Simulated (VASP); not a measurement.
# LiH (Fm-3m) in VASP: notebook

LiH is run at these levels: PBE; tasks: vibrations by perturbation theory.

Program: VASP 6.6.1. These are calculated values, not measurements. Logs are shortened: lines on timing, memory, paths and dates and some standing lists are left out, and cuts for length are marked.

### Step 1. The cell of the first run

It takes space group Fm-3m (No. 225, cubic). The conventional cell has a = 3.752 Å, b = 3.752 Å, c = 3.752 Å, α = 90.00°, β = 90.00°, γ = 90.00°. Within 2.5 Å of Li (site symmetry m-3m) lie 6 H at 1.88 Å. Within 2.5 Å of H (site symmetry m-3m) lie 6 Li at 1.88 Å.

### Step 2. Vibrations by perturbation theory, PBE

Input file INCAR:

```
SYSTEM = LiH
ALGO = Normal ; EDIFF = 1E-8
ENCUT = 520 ; GGA = PE
IBRION = 8 ; ISIF = 2
ISMEAR = 0 ; LASPH = .TRUE.
LCHARG = .FALSE. ; LEPSILON = .TRUE.
LREAL = .FALSE. ; LWAVE = .FALSE.
NBANDS = 9 ; NELM = 60
NSW = 1 ; PREC = Accurate
SIGMA = 0.01
```

Input file KPOINTS:

```
k-points
0
G
  10 10 10
  0 0 0
```

Input file POSCAR:

```
LiH
1.0
    0.0000000000      1.8760000000      1.8760000000
    1.8760000000      0.0000000000      1.8760000000
    1.8760000000      1.8760000000      0.0000000000
Li H
1 1
Direct
    0.0000000000      0.0000000000      0.0000000000
    0.5000000000      0.5000000000      0.5000000000
```

Potentials or basis: VASP PAW PBE potentials, release 64 (Li_sv, H).

Started as:

```
$ cat potpaw_PBE.64/Li_sv/POTCAR potpaw_PBE.64/H/POTCAR > POTCAR
$ mpirun -np 1 vasp_std > vasp.out
```

OUTCAR:

```text
SYSTEM = LiH
   EDIFF = 1E-8
   ENCUT = 520
   GGA = PE
   IBRION = 8
   ISIF = 2
   ISMEAR = 0
   LASPH = .TRUE.
   LEPSILON = .TRUE.
   LREAL = .FALSE.
   NELM = 60
   NSW = 1
   PREC = Accurate

 ion  position               nearest neighbor table
   1  0.000  0.000  0.000-
   2  0.500  0.500  0.500-

  LATTYP: Found a face centered cubic cell.
 ALAT       =     3.7520000000

  Lattice vectors:

 A1 = (   0.0000000000,   1.8760000000,   1.8760000000)
 A2 = (   1.8760000000,   0.0000000000,   1.8760000000)
 A3 = (   1.8760000000,   1.8760000000,   0.0000000000)

Analysis of symmetry for initial positions (statically):
=====================================================================
 Subroutine PRICEL returns:
 Original cell was already a primitive cell.

 Routine SETGRP: Setting up the symmetry group for a
 face centered cubic supercell.

 Subroutine GETGRP returns: Found 48 space group operations
 (whereof 48 operations were pure point group operations)
 out of a pool of 48 trial point group operations.

The static configuration has the point symmetry O_h .

Analysis of symmetry for dynamics (positions and initial velocities):
=====================================================================
 Subroutine PRICEL returns:
 Original cell was already a primitive cell.

 Routine SETGRP: Setting up the symmetry group for a
 face centered cubic supercell.

 Subroutine GETGRP returns: Found 48 space group operations
 (whereof 48 operations were pure point group operations)
 out of a pool of 48 trial point group operations.

The dynamic configuration has the point symmetry O_h .

 Subroutine INISYM returns: Found 48 space group operations
 (whereof 48 operations are pure point group operations),
 and found     1 'primitive' translations

----------------------------------------------------------------------------------------

                                     Primitive cell

  volume of cell :      13.2047

  direct lattice vectors                    reciprocal lattice vectors
     0.000000000  1.876000000  1.876000000    -0.266524520  0.266524520  0.266524520
     1.876000000  0.000000000  1.876000000     0.266524520 -0.266524520  0.266524520
     1.876000000  1.876000000  0.000000000     0.266524520  0.266524520 -0.266524520

  length of vectors
     2.653064643  2.653064643  2.653064643     0.461634011  0.461634011  0.461634011

  position of ions in fractional coordinates (direct lattice)
     0.000000000  0.000000000  0.000000000
     0.500000000  0.500000000  0.500000000

  ion indices of the primitive-cell ions
   primitive index   ion index
                 1           1
                 2           2

----------------------------------------------------------------------------------------

 KPOINTS: k-points
[... 439 lines left out ...]
           4.907614    -0.000000    -0.000000
           0.000000     4.907614     0.000000
           0.000000     0.000000     4.907614
 ------------------------------------------------------

 Free energy of the ion-electron system (eV)
  ---------------------------------------------------
  ---------------------------------------------------
  free energy    TOTEN  =        -0.15741271 eV

  energy without entropy =       -0.15741271

------------------------ aborting loop because EDIFF is reached ----------------------------------------

--------------------------------------- Ionic step        2  -------------------------------------------

------------------------ aborting loop because EDIFF is reached ----------------------------------------

--------------------------------------- Ionic step        3  -------------------------------------------

------------------------ aborting loop because EDIFF is reached ----------------------------------------

 PIEZOELECTRIC TENSOR FIELD DIRECTION 3  (e Angst)
 -----------------------------------------------------------------------------
     0.00049  0.00000 -0.00000           (  0.00000  0.00000  0.00000)
     0.00000  0.00049  0.00000           (  0.00000  0.00000  0.00000)
     0.00000  0.00000 -0.00025           (  0.00000  0.00000  0.00000)

 PIEZOELECTRIC TENSOR FIELD DIRECTION 3  (C/m^2)
 -----------------------------------------------------------------------------
     0.00060  0.00000 -0.00000
     0.00000  0.00060  0.00000
     0.00000  0.00000 -0.00030

--------------------------------------- Ionic step        4  -------------------------------------------

------------------------ aborting loop because EDIFF is reached ----------------------------------------

[... ionic steps 5 to 6 ...]

--------------------------------------- Ionic step        7  -------------------------------------------

 Free energy of the ion-electron system (eV)
  ---------------------------------------------------
  ---------------------------------------------------
  free energy    TOTEN  =        -0.01906740 eV

  energy without entropy =       -0.01906740

------------------------ aborting loop because EDIFF is reached ----------------------------------------

 INTERNAL STRAIN TENSOR  FOR ION    2  DIRECTION 1   (eV/Angst):
 -----------------------------------------------------------------------------
     0.00154 -0.00000  0.00000
     0.00000 -0.00409 -0.00000
     0.00000 -0.00000 -0.00409

 MACROSCOPIC STATIC DIELECTRIC TENSOR (including local field effects in DFT)
 ------------------------------------------------------
           4.858274    -0.000000     0.000000
          -0.000000     4.858274    -0.000000
           0.000000     0.000000     4.858274
 ------------------------------------------------------

 PIEZOELECTRIC TENSOR (including local field effects)  for field in x, y, z        (e  Angst)
          XX          YY          ZZ          XY          YZ          ZX
  --------------------------------------------------------------------------------
  x     0.00000     0.00000     0.00000     0.00000     0.00000     0.00000
  y     0.00000     0.00000     0.00000     0.00000     0.00000     0.00000
  z     0.00000     0.00000     0.00000     0.00000     0.00000     0.00000

 PIEZOELECTRIC TENSOR (including local field effects)  for field in x, y, z        (C/m^2)
          XX          YY          ZZ          XY          YZ          ZX
  --------------------------------------------------------------------------------
  x     0.00000     0.00000     0.00000     0.00000     0.00000     0.00000
  y     0.00000     0.00000     0.00000     0.00000     0.00000     0.00000
  z     0.00000     0.00000     0.00000     0.00000     0.00000     0.00000

 BORN EFFECTIVE CHARGES (including local field effects) (in |e|, cummulative output)
 ---------------------------------------------------------------------------------
 ion    1
    1     1.00402    -0.00000    -0.00000
    2    -0.00000     1.00402     0.00000
    3     0.00000     0.00000     1.00402
 ion    2
    1    -1.00402     0.00000     0.00000
    2     0.00000    -1.00402    -0.00000
    3     0.00000    -0.00000    -1.00402

 INTERNAL STRAIN TENSOR FOR ION    2 for displacements in x,y,z  (eV/Angst):
          X           Y           Z          XY          YZ          ZX
  --------------------------------------------------------------------------------
  x     0.00000     0.00000     0.00000     0.00000     0.00000     0.00000
  y     0.00000     0.00000     0.00000     0.00000     0.00000     0.00000
  z     0.00000     0.00000     0.00000     0.00000     0.00000     0.00000

 SECOND DERIVATIVES (NOT SYMMETRIZED)
 ------------------------------------
               1X          1Y          1Z          2X          2Y          2Z
  1X    -2.038591    0.000000    0.000000    2.038591    0.000000    0.000000
  1Y     0.000000   -2.038591    0.000000    0.000000    2.038591    0.000000
  1Z     0.000000    0.000000   -2.038591    0.000000    0.000000    2.038591
  2X     2.016391    0.000000    0.000000   -2.016391    0.000000    0.000000
  2Y     0.000000    2.016391    0.000000    0.000000   -2.016391    0.000000
  2Z     0.000000    0.000000    2.016391    0.000000    0.000000   -2.016391

 Eigenvectors and eigenvalues of the dynamical matrix
 ----------------------------------------------------

   1 f  =   23.746210 THz   149.201840 2PiTHz  792.088316 cm-1    98.206391 meV
             X         Y         Z           dx          dy          dz
      0.000000  0.000000  0.000000     0.068738    0.348314   -0.000000
      1.876000  1.876000  1.876000    -0.180997   -0.917165   -0.000000
[... 21 lines left out ...]
   6 f/i=    0.043149 THz     0.271115 2PiTHz    1.439306 cm-1     0.178451 meV
             X         Y         Z           dx          dy          dz
      0.000000  0.000000  0.000000     0.429823   -0.814863    0.158754
      1.876000  1.876000  1.876000     0.163235   -0.309463    0.060290

--------------------------------------------------------------------------------------------------------

 MACROSCOPIC STATIC DIELECTRIC TENSOR IONIC CONTRIBUTION
 ------------------------------------------------------
           6.813331    -0.000000     0.000000
          -0.000000     6.813331    -0.000000
           0.000000    -0.000000     6.813331
 ------------------------------------------------------

 ELASTIC MODULI CONTR FROM IONIC RELAXATION (kBar)
 Direction    XX          YY          ZZ          XY          YZ          ZX
 --------------------------------------------------------------------------------
 XX           0.0000      0.0000      0.0000      0.0000      0.0000      0.0000
 YY           0.0000      0.0000      0.0000      0.0000      0.0000      0.0000
 ZZ           0.0000      0.0000      0.0000      0.0000      0.0000      0.0000
 XY           0.0000      0.0000      0.0000      0.0000      0.0000      0.0000
 YZ           0.0000      0.0000      0.0000      0.0000      0.0000      0.0000
 ZX           0.0000      0.0000      0.0000      0.0000      0.0000      0.0000
 --------------------------------------------------------------------------------

 PIEZOELECTRIC TENSOR IONIC CONTR  for field in x, y, z        (C/m^2)
          XX          YY          ZZ          XY          YZ          ZX
  --------------------------------------------------------------------------------
  x     0.00000     0.00000     0.00000     0.00000     0.00000     0.00000
  y     0.00000     0.00000     0.00000     0.00000     0.00000     0.00000
  z     0.00000     0.00000     0.00000     0.00000     0.00000     0.00000
```

Wall time 2.4 min (1 thread of Intel Xeon 8259CL, shared host); peak memory 0.15 GiB.

What came out:

```yaml
Electronic_dielectric_tensor_diagonal: 4.86
Born_charges_mean_of_the_diagonal: Li +1.00; H -1.00 e
Highest_phonon_frequency_at_Γ: 792 cm⁻¹
```

Phonon frequencies in cm⁻¹ (negative: imaginary):
```csv
q point,frequencies
"(0.000, 0.000, 0.000)",-1 -1 -1 792 792 792
```

Electronic dielectric tensor:
```
4.86 0.00 0.00
0.00 4.86 0.00
0.00 0.00 4.86
```

Born effective charge tensors (e):
atom 1, Li
```
1.00 0.00 0.00
0.00 1.00 0.00
0.00 0.00 1.00
```
atom 2, H
```
-1.00  0.00  0.00
 0.00 -1.00  0.00
 0.00  0.00 -1.00
```

Caveat: the cell stands under pressure or tension, which shifts response properties.

[end of part 1 of 2]
